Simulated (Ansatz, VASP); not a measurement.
## Ru: VASP beside Ansatz

```
Ru
1.0
    -1.44856    1.44856    1.44856
     1.44856   -1.44856    1.44856
     1.44856    1.44856   -1.44856
Ru
1
Direct
  0.00000 0.00000 0.00000
```

Change from the starting cell: volume scaled by 0.883, to set the pressure.

Alike in both runs: task single point; functional PBEsol; k mesh 19 × 19 × 19; occupations fermi-dirac, width 0.1 eV; no spin polarisation.

|  | VASP | Ansatz |
| --- | --- | --- |
| version | VASP 6.6.1 | Ansatz 0.2.0 |
| potentials or method | VASP PAW PBE potentials, release 64 (Ru_pv) | PAW with Ansatz's default frozen-core files, scalar-relativistic |
| plane-wave cutoff (eV) | 520 | 420 |
| valence electrons in the cell | 14 | 16 |

VASP gave:

| Item | Value |
| --- | --- |
| pressure (GPa) | 52.1 |

Problem. Which values does Ansatz return?

Solution. Pressure (GPa): 51.8.

VASP's potentials were made for PBE, not for PBEsol. Both programs put the cell under a high pressure, so it lies far from rest at this level. The functional is the same, so the differences come from potentials, cutoffs and numerics. VASP's potentials hold 14 valence electrons a cell and Ansatz's 16, so a difference there can come from the potentials and not from the codes.
